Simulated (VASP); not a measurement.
Ni: single point with PBE+U

The system is Ni.

```xyz
2
Lattice="3.5422 1.7711 1.7711 1.7711 3.5422 1.7711 1.7711 1.7711 3.5422" Properties=species:S:1:pos:R:3 pbc="T T T"
Ni    0.0000    0.0000    0.0000
Ni    3.5422    3.5422    3.5422
```

```yaml
Program: VASP 6.6.1
Task: single point
Functional: PBE
Potentials_or_basis: VASP PAW PBE potentials, release 64 (Ni)
Cutoff: 520 eV
k_mesh: 13 × 13 × 13
Occupations: gaussian, width 0.1 eV
Spin: collinear spin, ferromagnetic start
Starting_moments: "[2.0, 2.0] μB"
Hubbard_terms: Ni d U = 6.2 eV
```

- Pressure: -11.0 GPa
- Net moment: 1.63 μB per cell
- Site moments: Ni +0.86 μB
- Valence electrons inside the program's atomic spheres: Ni 9.41

Stress tensor (GPa, compression positive):
```
-10.99  -0.11  -0.11
 -0.11 -10.99  -0.11
 -0.11  -0.11 -10.99
```

Levels at points of the mesh, in eV from the Fermi level:
Spin up:
| k point | band 8 | band 9 | band 10 | band 11 | band 12 | band 13 | band 14 | band 15 |
| --- | --- | --- | --- | --- | --- | --- | --- | --- |
| (0.00, 0.00, 0.00) | -2.95 | -2.95 | -2.39 | -2.39 | 0.35 | 5.00 | 22.62 | 24.20 |
Spin down:
```csv
k point,band 5,band 6,band 7,band 8,band 9,band 10,band 11,band 12,band 13,band 14
"(0.00, 0.00, 0.00)",-2.22,-2.22,-1.39,-1.38,-1.38,0.04,0.04,0.19,6.38,22.34
```

Eigenvalues of the final occupation matrices:
```
    site  spin  trace               eigenvalues
site 1 d     1   4.74  0.95 0.95 0.95 0.95 0.95
site 1 d     2   3.82  0.65 0.65 0.66 0.93 0.93
site 2 d     1   4.74  0.95 0.95 0.95 0.95 0.95
site 2 d     2   3.82  0.65 0.65 0.66 0.93 0.93
```

It took 3.6 min on 1 thread of Intel(R) Xeon(R) 6975P-C (Granite Rapids) (shared host), peak memory 0.31 GiB.

Caveat: the U is typed as a test and isn't derived for this compound. The state reached can hang on the start; a lower one may exist.
